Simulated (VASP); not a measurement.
# ScAl3 (Pm-3m) in VASP: further runs, part 2 of 2

VASP 6.6.1. The steps go on from the part before.

## 3. Single point, r2SCAN

This run uses another cell than the first one, of 17.20 Å³/atom.

POSCAR reads:

```
ScAl3
1.0
    4.0972235482      0.0000000000      0.0000000000
    0.0000000000      4.0972235482      0.0000000000
    0.0000000000      0.0000000000      4.0972235482
Sc Al
1 3
Direct
    0.0000000000      0.0000000000      0.0000000000
    0.5000000000      0.0000000000      0.5000000000
    0.0000000000      0.5000000000      0.5000000000
    0.5000000000      0.5000000000      0.0000000000
```

INCAR.step1 reads:

```
SYSTEM = ScAl3
PREC = Accurate ; ENCUT = 520
ISMEAR = 0 ; SIGMA = 0.05
LREAL = .False. ; LASPH = .True.
NELM = 60 ; NBANDS = 18
GGA = PE ; ALGO = Normal
EDIFF = 1E-4 ; LWAVE = .True.
LCHARG = .False.
```

INCAR.step2 reads:

```
SYSTEM = ScAl3
PREC = Accurate ; ENCUT = 520
EDIFF = 1E-6 ; ISMEAR = 0
SIGMA = 0.05 ; LREAL = .False.
LASPH = .True. ; NELM = 60
ALGO = Normal ; ISIF = 2
LWAVE = .False. ; LCHARG = .True.
METAGGA = R2SCAN ; LMIXTAU = .True.
LELF = .True. ; LVHAR = .True.
NBANDS = 18 ; ISTART = 1
```

KPOINTS reads:

```
regular mesh
0
Gamma
  10 10 10
  0 0 0
```

Potentials or basis: VASP PAW PBE potentials, release 64 (Sc_sv, Al).

Run with:

```
cat potpaw_PBE.64/Sc_sv/POTCAR potpaw_PBE.64/Al/POTCAR > POTCAR
cp INCAR.step1 INCAR
mpirun -np 1 vasp_std > vasp.out
cp INCAR.step2 INCAR
mpirun -np 1 vasp_std > vasp.out
```

OUTCAR:

```text
SYSTEM = ScAl3
   PREC = Accurate
   ENCUT = 520
   EDIFF = 1E-6
   ISMEAR = 0
   LREAL = .False.
   LASPH = .True.
   NELM = 60
   ISIF = 2
   METAGGA = R2SCAN
   ISTART = 1

 ion  position               nearest neighbor table
   1  0.000  0.000  0.000-   2 2.90   3 2.90   4 2.90   2 2.90   3 2.90   3 2.90   4 2.90   3 2.90
                             2 2.90   4 2.90   2 2.90   4 2.90
   2  0.500  0.000  0.500-   1 2.90   3 2.90   4 2.90   1 2.90   4 2.90   3 2.90   4 2.90   4 2.90
                             1 2.90   3 2.90   1 2.90   3 2.90
   3  0.000  0.500  0.500-   1 2.90   2 2.90   4 2.90   1 2.90   4 2.90   1 2.90   2 2.90   1 2.90
                             2 2.90   4 2.90   4 2.90   2 2.90
   4  0.500  0.500  0.000-   1 2.90   2 2.90   3 2.90   2 2.90   3 2.90   1 2.90   2 2.90   2 2.90
                             1 2.90   3 2.90   3 2.90   1 2.90

  LATTYP: Found a simple cubic cell.
 ALAT       =     4.0972235482

  Lattice vectors:

 A1 = (   4.0972235482,   0.0000000000,   0.0000000000)
 A2 = (   0.0000000000,   4.0972235482,   0.0000000000)
 A3 = (   0.0000000000,   0.0000000000,   4.0972235482)

[... 178 lines left out ...]
 E-fermi :   7.2638     XC(G=0): -11.0946

 val. band max:        7.2025372042   @ k =   0.3000   0.3000   0.0000
 cond. band min:       7.2830527193   @ k =   0.4000   0.1000   0.1000
 fundamental gap:      0.0805155151
 Fermi energy:         7.2637796638

 k-point     1 :       0.0000    0.0000    0.0000
  band No.  band energies     occupation
      1     -43.8525      2.00000
      2     -21.5885      2.00000
      3     -21.5885      2.00000
      4     -21.5885      2.00000
      5      -3.3603      2.00000
      6       4.5413      2.00000
[... 481 lines left out ...]
      5      -2.3218      2.00000
      6       1.3759      2.00000
[... 10 lines left out ...]
     17      12.3207      0.00000
     18      13.1739      0.00000

 [... further k-points ...]

------------------------ aborting loop because EDIFF is reached ----------------------------------------

  FORCE on cell =-STRESS in cart. coord.  units (eV):
  Direction    XX          YY          ZZ          XY          YZ          ZX
  --------------------------------------------------------------------------------------
  -------------------------------------------------------------------------------------
  Total       -0.3476131     -0.3476131     -0.3476131      0.0000000      0.0000000      0.0000000
  in kB       -8.0972545     -8.0972545     -8.0972545      0.0000000      0.0000000      0.0000000
  external PRESSURE =      -8.0972545 kB  Pullay stress =       0.0000000 kB

 VOLUME and BASIS-vectors are now :
 -----------------------------------------------------------------------------
  energy-cutoff  :      520.00
  volume of cell :       68.78
      direct lattice vectors                 reciprocal lattice vectors
     4.097223548  0.000000000  0.000000000     0.244067718  0.000000000  0.000000000
     0.000000000  4.097223548  0.000000000     0.000000000  0.244067718  0.000000000
     0.000000000  0.000000000  4.097223548     0.000000000  0.000000000  0.244067718

 POSITION                                       TOTAL-FORCE (eV/Angst)
 -----------------------------------------------------------------------------------
      0.00000      0.00000      0.00000         0.000000      0.000000      0.000000
      2.04861      0.00000      2.04861         0.000000      0.000000      0.000000
      0.00000      2.04861      2.04861         0.000000      0.000000      0.000000
      2.04861      2.04861      0.00000         0.000000      0.000000      0.000000
 -----------------------------------------------------------------------------------
    total drift:                                0.000000     -0.000000      0.000000

  FREE ENERGIE OF THE ION-ELECTRON SYSTEM (eV)
  ---------------------------------------------------
  free  energy   TOTEN  =       -33.5079964418 eV

  energy  without entropy=      -33.5067579871  energy(sigma->0) =      -33.50737721
```

OUTCAR.step1:

```text
SYSTEM = ScAl3
   PREC = Accurate
   ENCUT = 520
   ISMEAR = 0
   LREAL = .False.
   LASPH = .True.
[... 736 lines left out ...]
      2.04861      0.00000      2.04861         0.000000      0.000000      0.000000
      0.00000      2.04861      2.04861         0.000000      0.000000      0.000000
      2.04861      2.04861      0.00000         0.000000      0.000000      0.000000
 -----------------------------------------------------------------------------------
    total drift:                                0.000000     -0.000000      0.000000

  FREE ENERGIE OF THE ION-ELECTRON SYSTEM (eV)
  ---------------------------------------------------
  free  energy   TOTEN  =       -19.2976826632 eV

  energy  without entropy=      -19.2963097341  energy(sigma->0) =      -19.29699620
```

Run time: 5.8 min. Hardware: 1 thread of Intel Xeon Platinum 8259CL at 2.50GHz (Skylake/Cascade Lake), shared host; peak memory 0.21 GiB.

Results:

```yaml
Free_energy: -33.5080 eV
Pressure: -0.8 GPa
Band_gap_on_the_k_mesh: zero (bands 10 and 11 overlap by 4.23 eV)
```

Levels at points of the mesh, in eV from the Fermi level:
| k point | band 8 | band 9 | band 10 | band 11 | band 12 | band 13 |
| --- | --- | --- | --- | --- | --- | --- |
| (0.00, 0.00, 0.00) | -2.03 | -2.03 | -2.03 | 1.31 | 1.40 | 1.40 |
| (0.50, 0.00, 0.00) | -1.86 | -1.58 | 0.95 | 0.95 | 1.13 | 1.33 |
| (0.50, 0.50, 0.00) | -4.69 | -0.58 | -0.58 | 1.18 | 1.50 | 2.29 |
| (0.50, 0.50, 0.50) | -4.81 | -3.28 | -3.28 | -3.28 | 1.03 | 2.87 |

Caveat: the PAW data sets were made with another functional, which shifts forces and pressure a little.

## 4. Single point, r2SCAN (17.39 Å³/atom)

This run uses another cell than the first one, of 17.39 Å³/atom.

POSCAR reads:

```
ScAl3
1.0
    4.1123996599      0.0000000000      0.0000000000
    0.0000000000      4.1123996599      0.0000000000
    0.0000000000      0.0000000000      4.1123996599
Sc Al
1 3
Direct
    0.0000000000      0.0000000000      0.0000000000
    0.5000000000      0.0000000000      0.5000000000
    0.0000000000      0.5000000000      0.5000000000
    0.5000000000      0.5000000000      0.0000000000
```

INCAR.step1 reads:

```
SYSTEM = ScAl3
ALGO = Normal
EDIFF = 1E-4
ENCUT = 520
GGA = PE
ISMEAR = 0
LASPH = .TRUE.
LCHARG = .FALSE.
LREAL = .FALSE.
LWAVE = .TRUE.
NBANDS = 18
NELM = 60
PREC = Accurate
SIGMA = 0.05
```

INCAR.step2 reads:

```
SYSTEM = ScAl3
ALGO = Normal
EDIFF = 1E-6
ENCUT = 520
ISIF = 2
ISMEAR = 0
ISTART = 1
LASPH = .TRUE.
LCHARG = .FALSE.
LMIXTAU = .TRUE.
LREAL = .FALSE.
LWAVE = .FALSE.
METAGGA = R2SCAN
NBANDS = 18
NELM = 60
PREC = Accurate
SIGMA = 0.05
```

KPOINTS reads:

```
k-points
0
G
  10 10 10
  0 0 0
```

Potentials or basis: VASP PAW PBE potentials, release 64 (Sc_sv, Al).

Run with:

```
cat potpaw_PBE.64/Sc_sv/POTCAR potpaw_PBE.64/Al/POTCAR > POTCAR
cp INCAR.step1 INCAR
mpirun -np 1 vasp_std > vasp.out
cp INCAR.step2 INCAR
mpirun -np 1 vasp_std > vasp.out
```

OUTCAR:

```text
SYSTEM = ScAl3
   EDIFF = 1E-6
   ENCUT = 520
   ISIF = 2
   ISMEAR = 0
   ISTART = 1
   LASPH = .TRUE.
   LREAL = .FALSE.
   METAGGA = R2SCAN
   NELM = 60
   PREC = Accurate

 ion  position               nearest neighbor table
   1  0.000  0.000  0.000-   2 2.91   3 2.91   4 2.91   2 2.91   3 2.91   3 2.91   4 2.91   3 2.91
                             2 2.91   4 2.91   2 2.91   4 2.91
   2  0.500  0.000  0.500-   1 2.91   3 2.91   4 2.91   1 2.91   4 2.91   3 2.91   4 2.91   4 2.91
                             1 2.91   3 2.91   1 2.91   3 2.91
   3  0.000  0.500  0.500-   1 2.91   2 2.91   4 2.91   1 2.91   4 2.91   1 2.91   2 2.91   1 2.91
                             2 2.91   4 2.91   4 2.91   2 2.91
   4  0.500  0.500  0.000-   1 2.91   2 2.91   3 2.91   2 2.91   3 2.91   1 2.91   2 2.91   2 2.91
                             1 2.91   3 2.91   3 2.91   1 2.91

  LATTYP: Found a simple cubic cell.
 ALAT       =     4.1123996599

  Lattice vectors:

 A1 = (   4.1123996599,   0.0000000000,   0.0000000000)
 A2 = (   0.0000000000,   4.1123996599,   0.0000000000)
 A3 = (   0.0000000000,   0.0000000000,   4.1123996599)

[... 179 lines left out ...]
 E-fermi :   7.1644     XC(G=0): -11.0489

 val. band max:        7.1083918025   @ k =   0.3000   0.3000   0.0000
 cond. band min:       7.1796325208   @ k =   0.4000   0.1000   0.1000
 fundamental gap:      0.0712407183
 Fermi energy:         7.1643863587

 k-point     1 :       0.0000    0.0000    0.0000
  band No.  band energies     occupation
      1     -43.9918      2.00000
      2     -21.7233      2.00000
      3     -21.7233      2.00000
      4     -21.7233      2.00000
      5      -3.3992      2.00000
      6       4.4565      2.00000
[... 481 lines left out ...]
      5      -2.3692      2.00000
      6       1.3033      2.00000
[... 10 lines left out ...]
     17      12.1675      0.00000
     18      13.0094      0.00000

 [... further k-points ...]

------------------------ aborting loop because EDIFF is reached ----------------------------------------

  FORCE on cell =-STRESS in cart. coord.  units (eV):
  Direction    XX          YY          ZZ          XY          YZ          ZX
  --------------------------------------------------------------------------------------
  -------------------------------------------------------------------------------------
  Total       -0.7807700     -0.7807700     -0.7807700      0.0000000     -0.0000000      0.0000000
  in kB      -17.9865448    -17.9865448    -17.9865448      0.0000000     -0.0000000      0.0000000
  external PRESSURE =     -17.9865448 kB  Pullay stress =       0.0000000 kB

 VOLUME and BASIS-vectors are now :
 -----------------------------------------------------------------------------
  energy-cutoff  :      520.00
  volume of cell :       69.55
      direct lattice vectors                 reciprocal lattice vectors
     4.112399660  0.000000000  0.000000000     0.243167027  0.000000000  0.000000000
     0.000000000  4.112399660  0.000000000     0.000000000  0.243167027  0.000000000
     0.000000000  0.000000000  4.112399660     0.000000000  0.000000000  0.243167027

 POSITION                                       TOTAL-FORCE (eV/Angst)
 -----------------------------------------------------------------------------------
      0.00000      0.00000      0.00000         0.000000      0.000000      0.000000
      2.05620      0.00000      2.05620         0.000000      0.000000      0.000000
      0.00000      2.05620      2.05620         0.000000      0.000000      0.000000
      2.05620      2.05620      0.00000         0.000000      0.000000      0.000000
 -----------------------------------------------------------------------------------
    total drift:                               -0.000000      0.000000      0.000000

  FREE ENERGIE OF THE ION-ELECTRON SYSTEM (eV)
  ---------------------------------------------------
  free  energy   TOTEN  =       -33.5018041083 eV

  energy  without entropy=      -33.5005122214  energy(sigma->0) =      -33.50115816
```

Run time: 4.3 min. Hardware: 1 thread of Intel Xeon Platinum 8259CL at 2.50GHz (Skylake/Cascade Lake), shared host; peak memory 0.22 GiB.

Results:

```yaml
Free_energy: -33.5018 eV
Pressure: -1.8 GPa
Band_gap_on_the_k_mesh: zero (bands 10 and 11 overlap by 4.21 eV)
```

Levels at points of the mesh, in eV from the Fermi level:
| k point | band 7 | band 8 | band 9 | band 10 | band 11 | band 12 | band 13 | band 14 |
| --- | --- | --- | --- | --- | --- | --- | --- | --- |
| (0.00, 0.00, 0.00) | -2.71 | -2.02 | -2.02 | -2.02 | 1.31 | 1.39 | 1.39 | 1.39 |
| (0.50, 0.00, 0.00) | -1.84 | -1.84 | -1.56 | 0.94 | 0.94 | 1.06 | 1.33 | 1.75 |
| (0.50, 0.50, 0.00) | -5.97 | -4.66 | -0.57 | -0.57 | 1.18 | 1.48 | 2.27 | 2.72 |
| (0.50, 0.50, 0.50) | -5.00 | -4.77 | -3.27 | -3.27 | -3.27 | 1.01 | 2.84 | 2.84 |

Caveat: the PAW data sets were made with another functional, which shifts forces and pressure a little.

## 5. Summary

```tsv
cell	gap on the mesh (eV)	pressure (GPa)
a = 4.090 Å, 4 atoms	none	-0.3
a = 4.097 Å, 4 atoms	none	-0.8
a = 4.112 Å, 4 atoms	none	-1.8
```

Alike in all rows: task single point; level r2SCAN; potentials or basis VASP PAW PBE potentials, release 64 (Sc_sv, Al); no spin polarisation; k mesh 10 × 10 × 10; cutoff (eV) 520; smearing gaussian 0.05 eV.

Caveats: the PAW data sets were made with another functional, which shifts forces and pressure a little.

Absolute energies hang on the potentials; compare differences alone.

The gap in the log of VASP goes by the Fermi energy; the results here count the filled bands.